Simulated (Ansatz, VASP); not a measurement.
**Co2Cl in VASP and in Ansatz**

The input INCAR:

```
SYSTEM = Co2Cl
PREC = Accurate ; ENCUT = 520
EDIFF = 1E-7 ; ISMEAR = 0
SIGMA = 0.1 ; LREAL = .FALSE.
LASPH = .TRUE. ; NELM = 150
ALGO = Normal ; ISIF = 2
LWAVE = .FALSE. ; LCHARG = .FALSE.
ISPIN = 2 ; MAGMOM = 3 3 3 3 0 0
LORBIT = 11 ; LMAXMIX = 4
GGA = PE ; NBANDS = 38
```

KPOINTS

```
Automatic mesh
0
G
  4 4 4
  0 0 0
```

The input POSCAR:

```
Co2Cl
1.0
    0.0000000000      3.5923577177      3.5923577177
    3.5923577177      0.0000000000      3.5923577177
    3.5923577177      3.5923577177      0.0000000000
Co Cl
4 2
Direct
    0.6250000000      0.6250000000      0.6250000000
    0.1250000000      0.6250000000      0.6250000000
    0.6250000000      0.6250000000      0.1250000000
    0.6250000000      0.1250000000      0.6250000000
    0.0000000000      0.0000000000      0.0000000000
    0.2500000000      0.2500000000      0.2500000000
```

Input for Ansatz:

```yaml
crystal:
  lattice:
    - [0.0, 3.5923577177, 3.5923577177]
    - [3.5923577177, 0.0, 3.5923577177]
    - [3.5923577177, 3.5923577177, 0.0]
  atoms:
    - { symbol: Co, position: [0.625, 0.625, 0.625], spin: 3.0 }
    - { symbol: Co, position: [0.125, 0.625, 0.625], spin: 3.0 }
    - { symbol: Co, position: [0.625, 0.625, 0.125], spin: 3.0 }
    - { symbol: Co, position: [0.625, 0.125, 0.625], spin: 3.0 }
    - { symbol: Cl, position: [0.0, 0.0, 0.0] }
    - { symbol: Cl, position: [0.25, 0.25, 0.25] }
basis:
  ecutwfc: 420
kpoints:
  mp_grid: { grid: [4, 4, 4] }
hamiltonian:
  xc: pbe
scf:
  occupations: { method: gaussian, width: 0.1 }
  lower_state_search: "off"
output:
  forces: true
  stress: true
  eigenvalues: true
  populations: true
magnetization:
  spin_polarized: true
```

Alike in both runs: task single point; functional PBE; k mesh 4 × 4 × 4; occupations gaussian, width 0.1 eV; collinear spin.

|  | VASP | Ansatz |
| --- | --- | --- |
| version | VASP 6.6.1 | Ansatz 0.2.0 |
| potentials or method | VASP PAW PBE potentials, release 64 (Co, Cl), cutoff 520 eV | scalar-relativistic, plane waves, PAW |
| valence electrons in the cell | 50 | 82 |

|  | VASP | Ansatz | Ansatz less VASP |
| --- | --- | --- | --- |
| gap on the k mesh at the Fermi level (eV) | none | none | - |
| pressure (GPa) | -1.9 | -1.7 | +0.20 |
| net moment per atom (μB) | 1.61 | 1.61 | +0.007 |
| size of the moment on the site where the two differ most (μB) | 0.25 | 0.28 | +0.028 |

Site moments also hang on the region over which each program counts them. A gap of «none» marks a metal or a gap that the smearing closes. VASP's potentials hold 50 valence electrons a cell and Ansatz's 82, so a difference there can come from the potentials and not from the codes.

The k mesh is coarse, so the values compare programs but aren't converged.
